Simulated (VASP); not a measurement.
Cr, 1 atom in the cell. The typed cell holds 1 atom: a = 2.564 Å, b = 2.575 Å, c = 2.614 Å, α = 60.73°, β = 61.16°, γ = 60.86°. 

```yaml
Program: VASP 6.6.1
Task: single point
Functional: PBE
Potentials_or_basis: VASP PAW PBE potentials, release 64 (Cr_sv)
Cutoff: 700 eV
k_mesh: 10 × 10 × 10
Occupations: fermi-dirac, width 0.05 eV
Spin: collinear spin, ferromagnetic start
Starting_moments: "[0.8] μB"
Fixed_moment: 0.8 μB
Dipole_correction: no
Further_INCAR_settings: ALGO = Normal; EDIFF = 1e-06; NBANDS = 17
```

Potentials or basis: VASP PAW PBE potentials, release 64 (Cr_sv).

Launch:

```sh
$ cat potpaw_PBE.64/Cr_sv/POTCAR > POTCAR
$ mpirun -np 1 vasp_std > vasp.out
```

Hardware: 1 thread of AMD EPYC 9R45 96-Core Processor (Zen 5), on a shared host.

Estimate the wall time of this run.

Wall time 3.2 min on 1 thread of AMD EPYC 9R45 96-Core Processor (Zen 5) (shared host), peak memory 0.31 GiB. Counts: scf iterations 13, k points 504.
